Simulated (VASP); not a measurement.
A run of VASP 6.6.1 is set up as follows.

POSCAR

```
KMnF3
1.0
    4.0122391599      0.0000000000      0.0000000000
    0.0000000000      4.0122391599      0.0000000000
    0.0000000000      0.0000000000      4.0122391599
K Mn F
1 1 3
Direct
    0.5000000000      0.5000000000      0.5000000000
    0.0000000000      0.0000000000      0.0000000000
    0.5000000000      0.0000000000      0.0000000000
    0.0000000000      0.5000000000      0.0000000000
    0.0000000000      0.0000000000      0.5000000000
```

INCAR.step1

```
PREC = Accurate ; ENCUT = 520
ISMEAR = 0 ; SIGMA = 0.02
LREAL = False ; LASPH = True
NELM = 150 ; ISPIN = 2
MAGMOM = 0 4.65 0 0 0 ; LMAXMIX = 4
NBANDS = 34 ; GGA = PE
ALGO = Normal ; EDIFF = 1E-4
LWAVE = True ; LCHARG = False
```

INCAR.step2

```
PREC = Accurate ; ENCUT = 520
EDIFF = 1E-7 ; ISMEAR = 0
SIGMA = 0.02 ; LREAL = False
LASPH = True ; NELM = 150
ALGO = Normal ; ISIF = 2
LWAVE = False ; LCHARG = False
ISPIN = 2 ; MAGMOM = 0 4.65 0 0 0
LORBIT = 11 ; LMAXMIX = 4
METAGGA = R2SCAN ; LMIXTAU = True
NBANDS = 34 ; ISTART = 1
```

Contents of KPOINTS:

```
regular mesh
0
Gamma
  8 8 8
```

Potentials or basis: VASP PAW PBE potentials, release 64 (K_sv, Mn_pv, F).

Command:

```bash
$ cat potpaw_PBE.64/K_sv/POTCAR potpaw_PBE.64/Mn_pv/POTCAR potpaw_PBE.64/F/POTCAR > POTCAR
$ cp INCAR.step1 INCAR
$ mpirun -np 1 vasp_std > vasp.out
$ cp INCAR.step2 INCAR
$ mpirun -np 1 vasp_std > vasp.out
```

(1) Estimate the net moment.

(2) Predict the pressure.

(3) Predict the site moments.

Results:

(1) 5.00 μB per cell.

(2) 12.6 GPa.

(3) K -0.00; Mn +4.59; F +0.07 μB.

Caveat: the cell stands under pressure; the PAW data sets were made with another functional, which shifts forces and pressure a little; a cell with one magnetic atom can't hold antiferromagnetic order, which such compounds often take.
